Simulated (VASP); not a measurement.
# Sn in VASP: a series of runs

Sn is run at these levels: PBEsol+D3(BJ); tasks: single point.

All numbers are computed with VASP 6.6.1; they aren't measurements. Logs are shortened: lines on timing, memory, paths and dates and some standing lists are left out, and cuts for length are marked.

## 1. The cell of the first run

It takes space group Im-3m (No. 229, cubic). The conventional cell has a = 3.486 Å, b = 3.486 Å, c = 3.486 Å, α = 90.00°, β = 90.00°, γ = 90.00°. Within 4.0 Å of Sn (site symmetry m-3m) lie 14 Sn at 3.02 to 3.49 Å.

## 2. Single point, PBEsol+D3(BJ) (strain -0.080 along x and y, -0.080 along z)

Contents of INCAR:

```
PREC = Accurate ; ENCUT = 520
EDIFF = 1E-7 ; ISMEAR = 0
SIGMA = 0.15 ; LREAL = F
LASPH = T ; NELM = 60
ALGO = Normal ; ISIF = 2
LWAVE = F ; LCHARG = F
GGA = PS ; IVDW = 12
NBANDS = 13
```

Contents of KPOINTS:

```
regular mesh
0
Gamma
  18 18 18
```

Contents of POSCAR:

```
Sn
1.0
   -1.7430796737      1.7430796737      1.7430796737
    1.7430796737     -1.7430796737      1.7430796737
    1.7430796737      1.7430796737     -1.7430796737
Sn
1
Direct
    0.0000000000      0.0000000000      0.0000000000
```

Potentials or basis: VASP PAW PBE potentials, release 64 (Sn_d).

On the command line:

```bash
$ cat potpaw_PBE.64/Sn_d/POTCAR > POTCAR
$ mpirun -np 1 vasp_std > vasp.out
```

OUTCAR:

```text
PREC = Accurate
   ENCUT = 520
   EDIFF = 1E-7
   ISMEAR = 0
   LREAL = F
   LASPH = T
   NELM = 60
   ISIF = 2
   GGA = PS
   IVDW = 12
 IVDW          = 12

 ion  position               nearest neighbor table
   1  0.000  0.000  0.000-

  LATTYP: Found a body centered cubic cell.
 ALAT       =     3.4861593474

  Lattice vectors:

 A1 = (  -1.7430796737,   1.7430796737,   1.7430796737)
 A2 = (   1.7430796737,  -1.7430796737,   1.7430796737)
 A3 = (   1.7430796737,   1.7430796737,  -1.7430796737)

Analysis of symmetry for initial positions (statically):
=====================================================================
 Subroutine PRICEL returns:
 Original cell was already a primitive cell.

 Routine SETGRP: Setting up the symmetry group for a
 body centered cubic supercell.

 Subroutine GETGRP returns: Found 48 space group operations
 (whereof 48 operations were pure point group operations)
 out of a pool of 48 trial point group operations.

The static configuration has the point symmetry O_h .

Analysis of symmetry for dynamics (positions and initial velocities):
=====================================================================
 Subroutine PRICEL returns:
 Original cell was already a primitive cell.

 Routine SETGRP: Setting up the symmetry group for a
 body centered cubic supercell.

 Subroutine GETGRP returns: Found 48 space group operations
 (whereof 48 operations were pure point group operations)
 out of a pool of 48 trial point group operations.

The dynamic configuration has the point symmetry O_h .

 Subroutine INISYM returns: Found 48 space group operations
 (whereof 48 operations are pure point group operations),
 and found     1 'primitive' translations

----------------------------------------------------------------------------------------

                                     Primitive cell

  volume of cell :      21.1842

  direct lattice vectors                    reciprocal lattice vectors
    -1.743079674  1.743079674  1.743079674     0.000000000  0.286848621  0.286848621
     1.743079674 -1.743079674  1.743079674     0.286848621  0.000000000  0.286848621
     1.743079674  1.743079674 -1.743079674     0.286848621  0.286848621  0.000000000

  length of vectors
     3.019102556  3.019102556  3.019102556     0.405665210  0.405665210  0.405665210

  position of ions in fractional coordinates (direct lattice)
     0.000000000  0.000000000  0.000000000

  ion indices of the primitive-cell ions
   primitive index   ion index
                 1           1

----------------------------------------------------------------------------------------

 KPOINTS: regular mesh

Automatic generation of k-mesh.
 Grid dimensions read from file:
 generate k-points for:   18   18   18

 Generating k-lattice:

  Cartesian coordinates                     Fractional coordinates (reciprocal lattice)
     0.000000000  0.015936034  0.015936034     0.055555556  0.000000000  0.000000000
     0.015936034  0.000000000  0.015936034     0.000000000  0.055555556  0.000000000
     0.015936034  0.015936034  0.000000000     0.000000000  0.000000000  0.055555556

  Length of vectors
     0.022536956  0.022536956  0.022536956

  Shift w.r.t. Gamma in fractional coordinates (k-lattice)
     0.000000000  0.000000000  0.000000000

 Subroutine IBZKPT returns following result:
 ===========================================

 Found    195 irreducible k-points:

 Following reciprocal coordinates:
            Coordinates               Weight
  0.000000  0.000000  0.000000      1.000000
  0.055556  0.000000  0.000000     12.000000
  0.111111  0.000000  0.000000     12.000000
  0.166667  0.000000  0.000000     12.000000
  0.222222  0.000000  0.000000     12.000000
  0.277778  0.000000  0.000000     12.000000
[... 16 lines left out ...]
  0.333333  0.111111  0.000000     48.000000
  0.388889  0.111111  0.000000     48.000000
 [... further k-points ...]
   k-points           NKPTS =    195   k-points in BZ     NKDIM =    195   number of bands    NBANDS=     13
[... 51 lines left out ...]
      4     -10.1008      2.00000
      5     -10.0883      2.00000
      6      -1.5061      2.00000
      7      18.9891      0.00000
      8      20.4854      0.00000
      9      21.1077      0.00000
     10      22.7252      0.00000
     11      22.9401      0.00000
     12      23.8136      0.00000
     13      26.9450      0.00000

 k-point     4 :       0.1667    0.0000    0.0000
  band No.  band energies     occupation
      1     -10.4031      2.00000
      2     -10.3504      2.00000
      3     -10.2632      2.00000
      4     -10.1135      2.00000
      5     -10.0893      2.00000
      6      -1.0895      2.00000
      7      16.7345      0.00000
      8      19.4211      0.00000
      9      20.3283      0.00000
     10      22.2459      0.00000
     11      22.3296      0.00000
     12      24.1544      0.00000
     13      27.2713      0.00000

 k-point     5 :       0.2222    0.0000    0.0000
  band No.  band energies     occupation
      1     -10.4206      2.00000
      2     -10.3421      2.00000
      3     -10.1882      2.00000
      4     -10.1241      2.00000
      5     -10.0904      2.00000
      6      -0.5026      2.00000
      7      14.4972      0.00000
      8      18.4138      0.00000
      9      19.5481      0.00000
     10      21.7948      0.00000
     11      21.8324      0.00000
     12      24.7347      0.00000
     13      27.5755      0.00000
[... 257 lines left out ...]
 k-point    22 :       0.2778    0.1111    0.0000
  band No.  band energies     occupation
      1     -10.4382      2.00000
      2     -10.3418      2.00000
      3     -10.1302      2.00000
      4     -10.0998      2.00000
      5     -10.0320      2.00000
      6       1.4388      2.00000
      7      10.5164      2.00000
      8      14.8251      0.00000
      9      17.4571      0.00000
     10      21.7860      0.00000
     11      23.8844      0.00000
     12      25.1645      0.00000
     13      29.6167      0.00000

 k-point    23 :       0.3333    0.1111    0.0000
  band No.  band energies     occupation
      1     -10.4507      2.00000
      2     -10.3486      2.00000
      3     -10.1201      2.00000
      4     -10.1012      2.00000
      5      -9.9810      2.00000
      6       2.5327      2.00000
      7       8.6533      2.00000
      8      14.3584      0.00000
      9      17.0502      0.00000
     10      21.5527      0.00000
     11      23.7245      0.00000
     12      25.9760      0.00000
     13      29.4401      0.00000

 k-point    24 :       0.3889    0.1111    0.0000
  band No.  band energies     occupation
      1     -10.4589      2.00000
      2     -10.3557      2.00000
      3     -10.1108      2.00000
      4     -10.1029      2.00000
      5      -9.9469      2.00000
      6       3.7698      2.00000
      7       6.9501      2.00000
      8      14.0745      0.00000
      9      16.8024      0.00000
     10      21.4137      0.00000
     11      23.6013      0.00000
     12      26.9067      0.00000
     13      28.8058      0.00000

 [... further k-points ...]

------------------------ aborting loop because EDIFF is reached ----------------------------------------

 Edisp (eV)   -0.50462

 E8    (eV) :    -0.3564

  FORCE on cell =-STRESS in cart. coord.  units (eV):
  Direction    XX          YY          ZZ          XY          YZ          ZX
  --------------------------------------------------------------------------------------
  -------------------------------------------------------------------------------------
  Total       2.02813     2.02813     2.02813     0.00000     0.00000    -0.00000
  in kB     153.38912   153.38912   153.38912     0.00000     0.00000    -0.00000
  external pressure =      153.39 kB  Pullay stress =        0.00 kB

 VOLUME and BASIS-vectors are now :
 -----------------------------------------------------------------------------
  energy-cutoff  :      520.00
  volume of cell :       21.18
      direct lattice vectors                 reciprocal lattice vectors
    -1.743079674  1.743079674  1.743079674     0.000000000  0.286848621  0.286848621
     1.743079674 -1.743079674  1.743079674     0.286848621  0.000000000  0.286848621
     1.743079674  1.743079674 -1.743079674     0.286848621  0.286848621  0.000000000

 POSITION                                       TOTAL-FORCE (eV/Angst)
 -----------------------------------------------------------------------------------
      0.00000      0.00000      0.00000        -0.000000      0.000000      0.000000
 -----------------------------------------------------------------------------------
    total drift:                                0.000000      0.000000     -0.000000

  FREE ENERGIE OF THE ION-ELECTRON SYSTEM (eV)
  ---------------------------------------------------
  free  energy   TOTEN  =        -4.4897914126 eV

  energy  without entropy=       -4.4828058430  energy(sigma->0) =       -4.48629863
```

Run time: 19 s. Hardware: 1 thread of Intel Xeon Platinum 8559C (Emerald Rapids), shared host; peak memory 0.18 GiB.

What came out:

| Item | Value |
| --- | --- |
| Free energy | -4.4898 eV |
| Pressure | 15.3 GPa |
| Band gap on the k mesh | zero (band 7 reaches 21.90 eV, above the bottom of band 8 at 7.97 eV) |
| Dispersion energy per atom | -0.505 eV |

Levels at points of the mesh, in eV from the Fermi level:
| k point | band 3 | band 4 | band 5 | band 6 | band 7 | band 8 | band 9 | band 10 | band 11 | band 12 |
| --- | --- | --- | --- | --- | --- | --- | --- | --- | --- | --- |
| (0.00, 0.00, 0.00) | -21.72 | -21.43 | -21.43 | -13.18 | 10.55 | 10.55 | 10.55 | 12.53 | 12.53 | 12.53 |
| (0.50, 0.00, 0.00) | -21.44 | -21.43 | -21.25 | -6.75 | -5.86 | 4.50 | 6.21 | 9.24 | 9.59 | 17.36 |
| (0.50, 0.50, 0.50) | -21.29 | -21.29 | -21.29 | -0.83 | -0.82 | -0.82 | -0.82 | 3.80 | 3.80 | 19.51 |

Caveat: the cell differs from its parent crystal (strain -0.080 along x and y, -0.080 along z); the PAW data sets were made with another functional, which shifts forces and pressure a little; spin-orbit coupling is left out, which moves the levels of the heavy elements; pairwise dispersion overbinds metals, which lowers pressure and volume.

## 3. Single point, PBEsol+D3(BJ) (strain -0.040 along x and y, -0.040 along z)

Contents of INCAR:

```
PREC = Accurate
ENCUT = 520
EDIFF = 1E-7
ISMEAR = 0
SIGMA = 0.15
LREAL = F
LASPH = T
NELM = 60
ALGO = Fast
ISIF = 2
LWAVE = F
LCHARG = F
GGA = PS
IVDW = 12
NBANDS = 13
```

Contents of KPOINTS:

```
Automatic mesh
0
Gamma
  18 18 18
```

Contents of POSCAR:

```
Sn
1.0
   -1.8188657464      1.8188657464      1.8188657464
    1.8188657464     -1.8188657464      1.8188657464
    1.8188657464      1.8188657464     -1.8188657464
Sn
1
Direct
    0.0000000000      0.0000000000      0.0000000000
```

Potentials or basis: VASP PAW PBE potentials, release 64 (Sn_d).

On the command line:

```bash
$ cat potpaw_PBE.64/Sn_d/POTCAR > POTCAR
$ mpirun -np 1 vasp_std > vasp.out
```

Run time: 23 s. Hardware: 1 thread of Intel Xeon Platinum 8559C (Emerald Rapids), shared host; peak memory 0.18 GiB.

It converged, with:

```
Free energy                : -4.6390 eV
Pressure                   : 2.6 GPa
Band gap on the k mesh     : zero (band 7 reaches 18.63 eV, above the bottom of band 8 at 6.60 eV)
Dispersion energy per atom : -0.442 eV
```

Levels at points of the mesh, in eV from the Fermi level:
```tsv
k point	band 5	band 6	band 7	band 8	band 9	band 10
(0.00, 0.00, 0.00)	-21.34	-12.05	9.14	9.14	9.14	12.35
(0.50, 0.00, 0.00)	-21.22	-6.57	-5.09	4.02	5.84	8.70
(0.50, 0.50, 0.50)	-21.25	-1.74	-0.63	-0.63	-0.63	3.81
```

Caveat: the cell differs from its parent crystal (strain -0.040 along x and y, -0.040 along z); the PAW data sets were made with another functional, which shifts forces and pressure a little; spin-orbit coupling is left out, which moves the levels of the heavy elements; pairwise dispersion overbinds metals, which lowers pressure and volume.

## 4. Single point, PBEsol+D3(BJ) (strain +0.040 along x and y, +0.040 along z)

Contents of INCAR:

```
SYSTEM = Sn
ALGO     = Fast           ! electronic algorithm
EDIFF    = 1E-7           ! SCF threshold, eV
ENCUT    = 520            ! plane-wave cutoff, eV
GGA      = PS             ! functional
ISIF     = 2              ! what is computed and relaxed
ISMEAR   = 0              ! smearing method
IVDW     = 12             ! dispersion correction
LASPH    = .True.         ! aspherical terms in the spheres
LCHARG   = .False.        ! write CHGCAR
LREAL    = .False.        ! projectors in reciprocal space
LWAVE    = .False.        ! write WAVECAR
NBANDS   = 13             ! bands
NELM     = 60             ! most SCF steps
PREC     = Accurate       ! precision mode
SIGMA    = 0.15           ! smearing width, eV
```

Contents of KPOINTS:

```
k-points
0
Gamma
  18 18 18
  0 0 0
```

Contents of POSCAR:

```
Sn
1.0
   -1.9704378920      1.9704378920      1.9704378920
    1.9704378920     -1.9704378920      1.9704378920
    1.9704378920      1.9704378920     -1.9704378920
Sn
1
Direct
    0.0000000000      0.0000000000      0.0000000000
```

On the command line:

```bash
$ cat potpaw_PBE.64/Sn_d/POTCAR > POTCAR
$ mpirun -np 1 vasp_std > vasp.out
```

Wall time 49 s (1 thread of Intel Xeon Platinum 8559C (Emerald Rapids), shared host); peak memory 0.21 GiB.

The run converged. Its results:

```
Free energy                : -4.4805 eV
Pressure                   : -7.8 GPa
Band gap on the k mesh     : zero (band 7 reaches 13.49 eV, above the bottom of band 8 at 4.48 eV)
Dispersion energy per atom : -0.344 eV
```

Levels at points of the mesh, in eV from the Fermi level:
```tsv
k point	band 5	band 6	band 7	band 8	band 9	band 10
(0.00, 0.00, 0.00)	-21.31	-10.29	6.91	6.91	6.91	11.85
(0.50, 0.00, 0.00)	-21.25	-6.32	-3.86	3.21	4.99	7.31
(0.50, 0.50, 0.50)	-21.27	-3.14	-0.36	-0.36	-0.36	3.87
```

Caveat: the cell differs from its parent crystal (strain +0.040 along x and y, +0.040 along z); the PAW data sets were made with another functional, which shifts forces and pressure a little; spin-orbit coupling is left out, which moves the levels of the heavy elements; pairwise dispersion overbinds metals, which lowers pressure and volume.

## 5. Single point, PBEsol+D3(BJ) (strain +0.080 along x and y, +0.080 along z)

Contents of INCAR:

```
SYSTEM = Sn
PREC     = Accurate       ! precision mode
ENCUT    = 520            ! plane-wave cutoff, eV
EDIFF    = 1E-6           ! SCF threshold, eV
ISMEAR   = 0              ! smearing method
SIGMA    = 0.15           ! smearing width, eV
LREAL    = .False.        ! projectors in reciprocal space
LASPH    = .True.         ! aspherical terms in the spheres
NELM     = 100            ! most SCF steps
ALGO     = Fast           ! electronic algorithm
ISIF     = 2              ! what is computed and relaxed
LWAVE    = .False.        ! write WAVECAR
LCHARG   = .False.        ! write CHGCAR
GGA      = PS             ! functional
IVDW     = 12             ! dispersion correction
NBANDS   = 13             ! bands
```

Contents of KPOINTS:

```
regular mesh
0
Gamma
  18 18 18
  0 0 0
```

Contents of POSCAR:

```
Sn
1.0
   -2.0462239647      2.0462239647      2.0462239647
    2.0462239647     -2.0462239647      2.0462239647
    2.0462239647      2.0462239647     -2.0462239647
Sn
1
Direct
    0.0000000000      0.0000000000      0.0000000000
```

On the command line:

```bash
$ cat potpaw_PBE.64/Sn_d/POTCAR > POTCAR
$ mpirun -np 1 vasp_std > vasp.out
```

Run time: 40 s. Hardware: 1 thread of Intel Xeon Platinum 8559C (Emerald Rapids), shared host; peak memory 0.21 GiB.

It converged, with:

* Free energy: -4.3483 eV
* Pressure: -7.9 GPa
* Band gap on the k mesh: zero (band 7 reaches 11.46 eV, above the bottom of band 8 at 3.64 eV)
* Dispersion energy per atom: -0.376 eV

Levels at points of the mesh, in eV from the Fermi level:
| k point | band 5 | band 6 | band 7 | band 8 | band 9 | band 10 |
| --- | --- | --- | --- | --- | --- | --- |
| (0.00, 0.00, 0.00) | -21.35 | -9.63 | 6.02 | 6.02 | 6.02 | 11.20 |
| (0.50, 0.00, 0.00) | -21.31 | -6.27 | -3.38 | 2.86 | 4.54 | 6.76 |
| (0.50, 0.50, 0.50) | -21.32 | -3.69 | -0.27 | -0.27 | -0.27 | 3.89 |

Caveat: the cell differs from its parent crystal (strain +0.080 along x and y, +0.080 along z); the PAW data sets were made with another functional, which shifts forces and pressure a little; spin-orbit coupling is left out, which moves the levels of the heavy elements; pairwise dispersion overbinds metals, which lowers pressure and volume.

## 6. Single point, PBEsol+D3(BJ) (strain -0.080 along x and y, -0.040 along z)

Contents of INCAR:

```
PREC = Accurate ; ENCUT = 520
EDIFF = 1E-7 ; ISMEAR = 0
SIGMA = 0.15 ; LREAL = False
LASPH = True ; NELM = 80
ALGO = Fast ; ISIF = 2
LWAVE = False ; LCHARG = False
GGA = PS ; IVDW = 12
NBANDS = 13
```

Contents of KPOINTS:

```
Automatic mesh
0
Gamma
  18 18 18
```

Contents of POSCAR:

```
Sn
1.0
   -1.7430796737      1.7430796737      1.8188657464
    1.7430796737     -1.7430796737      1.8188657464
    1.7430796737      1.7430796737     -1.8188657464
Sn
1
Direct
    0.0000000000      0.0000000000      0.0000000000
```

Potentials or basis: VASP PAW PBE potentials, release 64 (Sn_d).

On the command line:

```bash
$ cat potpaw_PBE.64/Sn_d/POTCAR > POTCAR
$ mpirun -np 1 vasp_std > vasp.out
```

It took 56 s on 1 thread of Intel Xeon Platinum 8559C (Emerald Rapids), shared host; peak memory 0.24 GiB.

It converged, with:

* Free energy: -4.5639 eV
* Pressure: 10.4 GPa
* Band gap on the k mesh: zero (band 7 reaches 20.53 eV, above the bottom of band 8 at 7.54 eV)
* Dispersion energy per atom: -0.483 eV

Stress tensor (GPa, compression positive):
```
10.33  0.00  0.00
 0.00 10.33  0.00
 0.00  0.00 10.45
```

Levels at points of the mesh, in eV from the Fermi level:
| k point | band 5 | band 6 | band 7 | band 8 | band 9 | band 10 |
| --- | --- | --- | --- | --- | --- | --- |
| (0.00, 0.00, 0.00) | -21.39 | -12.80 | 9.82 | 10.11 | 10.11 | 12.07 |
| (0.50, 0.00, 0.00) | -21.25 | -6.81 | -5.66 | 4.56 | 6.37 | 9.31 |
| (0.50, 0.50, 0.00) | -21.24 | -6.46 | -5.51 | 3.91 | 5.52 | 8.53 |
| (0.50, 0.50, 0.50) | -21.28 | -1.39 | -1.26 | -0.44 | -0.44 | 3.65 |

Caveat: the cell differs from its parent crystal (strain -0.080 along x and y, -0.040 along z); the PAW data sets were made with another functional, which shifts forces and pressure a little; spin-orbit coupling is left out, which moves the levels of the heavy elements; pairwise dispersion overbinds metals, which lowers pressure and volume.

## 7. Overview

| cell | gap on the mesh (eV) | pressure (GPa) |
| --- | --- | --- |
| a = 3.019 Å, angles 109.5°, 1 atom | none | 15.3 |
| a = 3.150 Å, angles 109.5°, 1 atom | none | 2.6 |
| a = 3.413 Å, angles 109.5°, 1 atom | none | -7.8 |
| a = 3.544 Å, angles 109.5°, 1 atom | none | -7.9 |
| a = 3.063 Å, angles 110.6, 110.6, 107.2°, 1 atom | none | 10.4 |

Alike in all rows: task single point; level PBEsol+D3(BJ); potentials or basis VASP PAW PBE potentials, release 64 (Sn_d); no spin polarisation; k mesh 18 × 18 × 18; cutoff (eV) 520; smearing gaussian 0.15 eV.

Caveats: the PAW data sets were made with another functional, which shifts forces and pressure a little; spin-orbit coupling is left out, which moves the levels of the heavy elements; pairwise dispersion overbinds metals, which lowers pressure and volume.

Total energies depend on the potentials used, so only differences within one code and one set of settings carry meaning.
